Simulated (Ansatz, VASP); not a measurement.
HgTe: VASP beside Ansatz

```
Hg Te
1.0
     0.00000    2.97880    2.97880
     2.97880    0.00000    2.97880
     2.97880    2.97880    0.00000
Hg Te
1 1
Direct
  0.00000 0.00000 0.00000
  0.50000 0.50000 0.50000
```

Change from the starting cell: volume scaled by 1.06.

Alike in both runs: task single point; functional LDA; k mesh 10 × 10 × 10; occupations fermi-dirac, width 0.08 eV; no spin polarisation.

```csv
,VASP,Ansatz
version,VASP 6.6.1,Ansatz 0.2.0
potentials or method,"VASP PAW LDA potentials, release 64 (Hg, Te), cutoff 500 eV","all-electron LAPW, scalar-relativistic"
```

```tsv
	VASP	Ansatz	Ansatz less VASP
pressure (GPa)	-0.1	-0.5	-0.41
```

LDA's correlation is that of Perdew and Zunger in VASP and of Perdew and Wang (1992) in Ansatz. Ansatz ran all-electron here, and VASP with PAW potentials.

Spin-orbit coupling is off throughout.
